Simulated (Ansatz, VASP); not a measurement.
## Sb3Pd: VASP beside Ansatz

INCAR

```
SYSTEM = Sb3Pd
  ALGO = Normal
  EDIFF = 1E-6
  EDIFFG = -0.01
  ENCUT = 600
  GGA = PE
  IBRION = 2
  ISIF = 3
  ISMEAR = 0
  LASPH = .True.
  LCHARG = .False.
  LREAL = .False.
  LWAVE = .False.
  NELM = 80
  NSW = 100
  PREC = Accurate
  SIGMA = 0.1
```

The input KPOINTS:

```
k-points
0
Gamma
  10 10 10
  0 0 0
```

File POSCAR:

```
Sb3Pd
1.0
    4.5729657797      0.0000000000      0.0000000000
    0.0000000000      4.5729657797      0.0000000000
    0.0000000000      0.0000000000      4.5729657797
Sb Pd
3 1
Direct
    0.0000000000      0.5000000000      0.5000000000
    0.5000000000      0.0000000000      0.5000000000
    0.5000000000      0.5000000000      0.0000000000
    0.0000000000      0.0000000000      0.0000000000
```

Input for Ansatz:

```yaml
crystal:
  lattice:
    - [4.5729657797, 0.0, 0.0]
    - [0.0, 4.5729657797, 0.0]
    - [0.0, 0.0, 4.5729657797]
  atoms:
    - { symbol: Sb, position: [0.0, 0.5, 0.5] }
    - { symbol: Sb, position: [0.5, 0.0, 0.5] }
    - { symbol: Sb, position: [0.5, 0.5, 0.0] }
    - { symbol: Pd, position: [0.0, 0.0, 0.0] }
basis:
  ecutwfc: 420
kpoints:
  mp_grid: { grid: [10, 10, 10] }
hamiltonian:
  xc: pbe
scf:
  occupations: { method: gaussian, width: 0.1 }
output:
  forces: true
  stress: true
  eigenvalues: true
relax:
  adjacent_minimum: "off"
  f_tol: 0.01
  max_steps: 80
  cell: { stress_tol: 0.05 }
```

Alike in both runs: task relaxation of cell and atoms; functional PBE; k mesh 10 × 10 × 10; occupations gaussian, width 0.1 eV; no spin polarisation.

```csv
,VASP,Ansatz
version,VASP 6.6.1,Ansatz 0.2.0
potentials or method,"VASP PAW PBE potentials, release 64 (Sb, Pd), cutoff 600 eV","scalar-relativistic, plane waves, PAW"
valence electrons in the cell,25,63
```

Ansatz gave:

- gap on the k mesh at the Fermi level, each at its own relaxed structure (eV): none
- relaxed volume (Å³/atom): 24.03
- relaxed cell length with the largest relative difference (Å): 4.581

Question: What did VASP give for the same quantities?

Answer: gap on the k mesh at the Fermi level, each at its own relaxed structure (eV): none; relaxed volume (Å³/atom): 23.99; relaxed cell length with the largest relative difference (Å): 4.578.

A gap of «none» marks a metal or a gap that the smearing closes. VASP's potentials hold 25 valence electrons a cell and Ansatz's 63, so a difference there can come from the potentials and not from the codes.

Spin-orbit coupling is off throughout.
